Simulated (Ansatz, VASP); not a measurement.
## One calculation of TiB2, two programs

```xyz
3
Lattice="3.0259 0.0000 0.0000 -1.5130 2.6205 0.0000 0.0000 0.0000 3.2288" Properties=species:S:1:pos:R:3 pbc="T T T"
Ti    0.0000    0.0000    0.0000
B    -0.1135    1.6815    1.6144
B     1.6264    0.9390    1.6144
```

Change from the starting cell: shortest bond scaled by 0.85, PAW files.

Alike in both runs: task electric field gradients; functional PBE; k mesh 10 × 10 × 9; occupations fermi-dirac, width 0.05 eV; no spin polarisation.

```csv
,VASP,Ansatz
version,VASP 6.6.1,Ansatz 0.2.0
potentials or method,"VASP PAW PBE potentials, release 64 (Ti_sv, B)","PAW with Ansatz's default frozen-core files, scalar-relativistic"
plane-wave cutoff (eV),520,420
valence electrons in the cell,18,18
```

|  | VASP | Ansatz | Ansatz less VASP |
| --- | --- | --- | --- |
| pressure (GPa) | 10.4 | 10.2 | -0.21 |
| traceless stress, the component that is largest in VASP (GPa) | 13.00 | 12.92 | -0.077 |
| rms of the force components (eV/Å) | 3.020 | 3.004 | -0.0158 |
| size of Vzz on the site where it differs most (V/Å²) | 10.5 | 7.9 | -2.56 |

Atom by atom the forces differ by 0.016 eV/Å (rms over components).
